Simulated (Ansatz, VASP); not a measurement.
**CaO: VASP beside Ansatz**

Contents of INCAR:

```
PREC = Accurate ; ENCUT = 520
EDIFF = 1E-7 ; ISMEAR = -1
SIGMA = 0.02 ; LREAL = False
LASPH = True ; NELM = 60
ALGO = Normal ; ISIF = 2
LWAVE = False ; LCHARG = True
GGA = PE ; LELF = True
LVHAR = True ; NBANDS = 15
```

File KPOINTS:

```
regular mesh
0
Gamma
  10 10 10
```

File POSCAR:

```
CaO
1.0
    0.0000000000      2.3975501260      2.2776726197
    2.3975501260      0.0000000000      2.2776726197
    2.3975501260      2.3975501260      0.0000000000
Ca O
1 1
Direct
    0.0000000000      0.0000000000      0.0000000000
    0.5000000000      0.5000000000      0.5000000000
```

Input for Ansatz:

```yaml
crystal:
  lattice:
    - [0.0, 2.397550126, 2.2776726197]
    - [2.397550126, 0.0, 2.2776726197]
    - [2.397550126, 2.397550126, 0.0]
  atoms:
    - { symbol: Ca, position: [0.0, 0.0, 0.0] }
    - { symbol: O, position: [0.5, 0.5, 0.5] }
kpoints:
  mp_grid: { grid: [10, 10, 10] }
  band_path:
    path:
      - [0.0, 0.0, 0.0]
      - [0.5, 0.0, 0.5]
      - [0.625, 0.25, 0.625]
      - [0.375, 0.375, 0.75]
      - [0.5, 0.5, 0.5]
      - [0.5, 0.25, 0.75]
      - [0.5, 0.5, 0.0]
    npoints: 1
hamiltonian:
  xc: pbe
scf:
  occupations: { method: fermi_dirac, width: 0.02 }
  n_extra_bands: 4
output:
  forces: true
  stress: true
  eigenvalues: true
```

Change from the starting cell: uniaxial_z strain -5.0%.

Alike in both runs: task single point; functional PBE; k mesh 10 × 10 × 10; occupations fermi-dirac, width 0.02 eV; no spin polarisation.

```csv
,VASP,Ansatz
version,VASP 6.6.1,Ansatz 0.2.0
potentials or method,"VASP PAW PBE potentials, release 64 (Ca_sv, O)","plane waves, PAW"
plane-wave cutoff (eV),520,420
valence electrons in the cell,16,16
```

```tsv
	VASP	Ansatz	Ansatz less VASP
gap on the k mesh at the Fermi level (eV)	3.38	3.40	+0.026
pressure (GPa)	10.7	9.9	-0.79
traceless stress, the component that is largest in VASP (GPa)	8.35	8.03	-0.319
```

The functional is the same, so the differences come from potentials, cutoffs and numerics.
